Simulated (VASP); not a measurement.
# Hf (R-3m) in VASP: further runs, part 2 of 2

VASP 6.6.1.

## 4. Single point, PBEsol (shortest bond scaled by 0.58, level accurate)

Input file INCAR:

```
SYSTEM = Hf
PREC     = Accurate       ! precision mode
ENCUT    = 520            ! plane-wave cutoff, eV
EDIFF    = 1E-6           ! SCF threshold, eV
ISMEAR   = -1             ! smearing method
SIGMA    = 0.05           ! smearing width, eV
LREAL    = .FALSE.        ! projectors in reciprocal space
LASPH    = .TRUE.         ! aspherical terms in the spheres
NELM     = 60             ! most SCF steps
ALGO     = Normal         ! electronic algorithm
ISIF     = 2              ! what is computed and relaxed
LWAVE    = .FALSE.        ! write WAVECAR
LCHARG   = .FALSE.        ! write CHGCAR
GGA      = PS             ! functional
NBANDS   = 17             ! bands
```

Input file KPOINTS:

```
regular mesh
0
G
  9 9 9
  0 0 0
```

Input file POSCAR:

```
Hf
1.0
    0.0000000000      3.0438467722      3.0438467722
    3.0438467722      0.0000000000      3.0438467722
    3.0438467722      3.0438467722      0.0000000000
Hf
2
Direct
   -0.2825000000     -0.0725000000     -0.0725000000
    0.2825000000      0.0725000000      0.0725000000
```

Potentials or basis: VASP PAW PBE potentials, release 64 (Hf_pv).

Launch:

```bash
> cat potpaw_PBE.64/Hf_pv/POTCAR > POTCAR
> mpirun -np 1 vasp_std > vasp.out
```

OUTCAR:

```text
SYSTEM = Hf
   PREC = Accurate
   ENCUT = 520
   EDIFF = 1E-6
   ISMEAR = -1
   LREAL = .FALSE.
   LASPH = .TRUE.
   NELM = 60
   ISIF = 2
   GGA = PS

 ion  position               nearest neighbor table
   1  0.718  0.928  0.928-   2 1.53   2 3.18   2 3.18   2 3.18
   2  0.282  0.072  0.072-   1 1.53   1 3.18   1 3.18   1 3.18

 -----------------------------------------------------------------------------
|                                                                             |
|           W    W    AA    RRRRR   N    N  II  N    N   GGGG   !!!           |
|           W    W   A  A   R    R  NN   N  II  NN   N  G    G  !!!           |
|           W    W  A    A  R    R  N N  N  II  N N  N  G       !!!           |
|           W WW W  AAAAAA  RRRRR   N  N N  II  N  N N  G  GGG   !            |
|           WW  WW  A    A  R   R   N   NN  II  N   NN  G    G                |
|           W    W  A    A  R    R  N    N  II  N    N   GGGG   !!!           |
|                                                                             |
|     The distance between some ions is very small. Please check the          |
|     nearest-neighbor list in the OUTCAR file.                               |
|     I HOPE YOU KNOW WHAT YOU ARE DOING!                                     |
|                                                                             |
[... 194 lines left out ...]
  band No.  band energies     occupation
      1     -36.6822      2.00000
      2     -30.7552      2.00000
      3     -30.7552      2.00000
      4     -25.6385      2.00000
      5     -25.6385      2.00000
      6     -18.9628      2.00000
[... 457 lines left out ...]
      4     -25.6520      2.00000
      5     -25.5443      2.00000
      6     -19.0832      2.00000
[... 9 lines left out ...]
     16       8.4535      0.00000
     17       8.8920      0.00000

 [... further k-points ...]

------------------------ aborting loop because EDIFF is reached ----------------------------------------

  FORCE on cell =-STRESS in cart. coord.  units (eV):
  Direction    XX          YY          ZZ          XY          YZ          ZX
  --------------------------------------------------------------------------------------
  -------------------------------------------------------------------------------------
  Total       53.8664755     53.8664755     53.8664755    -58.5133992     58.5133992    -58.5133992
  in kB     1530.1386614   1530.1386614   1530.1386614  -1662.1398280   1662.1398280  -1662.1398280
  external PRESSURE =    1530.1386614 kB  Pullay stress =       0.0000000 kB

 VOLUME and BASIS-vectors are now :
 -----------------------------------------------------------------------------
  energy-cutoff  :      520.00
  volume of cell :       56.40
      direct lattice vectors                 reciprocal lattice vectors
     0.000000000  3.043846772  3.043846772    -0.164265825  0.164265825  0.164265825
     3.043846772  0.000000000  3.043846772     0.164265825 -0.164265825  0.164265825
     3.043846772  3.043846772  0.000000000     0.164265825  0.164265825 -0.164265825

 POSITION                                       TOTAL-FORCE (eV/Angst)
 -----------------------------------------------------------------------------------
      5.64634      5.00713      5.00713       -65.813744     65.813744     65.813744
      0.44136      1.08057      1.08057        65.813744    -65.813744    -65.813744
 -----------------------------------------------------------------------------------
    total drift:                               -0.000000     -0.000000     -0.000000

  FREE ENERGIE OF THE ION-ELECTRON SYSTEM (eV)
  ---------------------------------------------------
  free  energy   TOTEN  =         8.2802706581 eV

  energy  without entropy=        8.3039603455  energy(sigma->0) =        8.29211550
```

OSZICAR:

```text
N       E                     dE             d eps       ncg     rms          rms(c)
DAV:   1     0.956856786620E+02    0.95686E+02   -0.11592E+04  2906   0.109E+03
DAV:   2     0.885490001081E+01   -0.86831E+02   -0.83684E+02  3801   0.271E+02
DAV:   3     0.615019662028E+01   -0.27047E+01   -0.26674E+01  3673   0.347E+01
DAV:   4     0.611933498486E+01   -0.30862E-01   -0.30829E-01  3864   0.428E+00
DAV:   5     0.611871532991E+01   -0.61965E-03   -0.61949E-03  3824   0.509E-01    0.114E+02
DAV:   6     0.822029007673E+01    0.21016E+01   -0.67941E+00  3457   0.157E+01    0.579E+01
DAV:   7     0.826036626552E+01    0.40076E-01   -0.71397E-01  3526   0.555E+00    0.130E+01
DAV:   8     0.827861411487E+01    0.18248E-01   -0.14299E-01  3184   0.218E+00    0.105E+00
DAV:   9     0.828025396585E+01    0.16399E-02   -0.10462E-02  3154   0.592E-01    0.473E-01
DAV:  10     0.828027223222E+01    0.18266E-04   -0.19096E-04  3793   0.994E-02    0.121E-01
DAV:  11     0.828026873224E+01   -0.35000E-05   -0.39509E-05  3329   0.472E-02    0.476E-02
DAV:  12     0.828027067527E+01    0.19430E-05   -0.80001E-06  3323   0.180E-02    0.108E-02
DAV:  13     0.828027065811E+01   -0.17160E-07   -0.36260E-07  1646   0.475E-03
   1 F= 0.82802707E+01 E0= 0.82921155E+01  d E =-.236897E-01
```

stdout:

```text
POSCAR found type information on POSCAR Hf
 POSCAR found :  1 types and       2 ions
 scaLAPACK will be used
 -----------------------------------------------------------------------------
|                                                                             |
|                                                                             |
[... 17 lines left out ...]
|     I HOPE YOU KNOW WHAT YOU ARE DOING!                                     |
|                                                                             |
 -----------------------------------------------------------------------------

 POSCAR, INCAR and KPOINTS ok, starting setup
 FFT: planning ... GRIDC
 FFT: planning ... GRID_SOFT
 FFT: planning ... GRID
 WAVECAR not read
 entering main loop
```

Run time: 24 s. Hardware: 1 thread of Intel Xeon 6975P-C (Granite Rapids), shared host; peak memory 0.21 GiB.

Results:

```yaml
Free_energy: 8.2803 eV
Pressure: 153.0 GPa
Largest_force: 113.993 eV/Å
Band_gap_on_the_k_mesh: zero (band 10 reaches 2.17 eV, above the bottom of band 11 at 1.01 eV)
```

Forces in eV/Å, atoms in the order of the input:
```
Hf  -65.814  65.814  65.814
Hf   65.814 -65.814 -65.814
```

Caveat: the cell differs from its parent crystal (shortest bond scaled by 0.58, level accurate); the PAW data sets were made with another functional, which shifts forces and pressure a little; spin-orbit coupling is left out, which moves the levels of the heavy elements.
